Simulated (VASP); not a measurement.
Runs of VASP 6.6.1 on MgO (CsCl type). The structure is that of space group Pm-3m (No. 221), or close to it. The cells are those of the table. 

| task | cell | cutoff (eV) | gap on the mesh (eV) | pressure (GPa) |
| --- | --- | --- | --- | --- |
| single point | a = 2.437 Å, 2 atoms | 520 | 5.07 | 61.4 |
| relaxation of cell and atoms | relaxed to 62 GPa from a = 2.431 Å, 2 atoms | 600 | 5.10 | 62.0 |
| single point | a = 2.438 Å, 2 atoms | 520 | (a) | 61.3 |
| relaxation of cell and atoms | relaxed to 62 GPa from a = 2.437 Å, 2 atoms | 600 | 5.10 | 62.0 |

Alike in all rows: level PBE; potentials or basis VASP PAW PBE potentials, release 64 (Mg, O); no spin polarisation; k mesh 15 × 15 × 15; smearing fermi-dirac 0.08 eV.

Question: Estimate the missing entries.

Answer: (a) 5.06.

Caveats: the cell is relaxed towards a set pressure, so the enthalpy falls and the energy may rise (some runs).

A k mesh can miss the band edges.
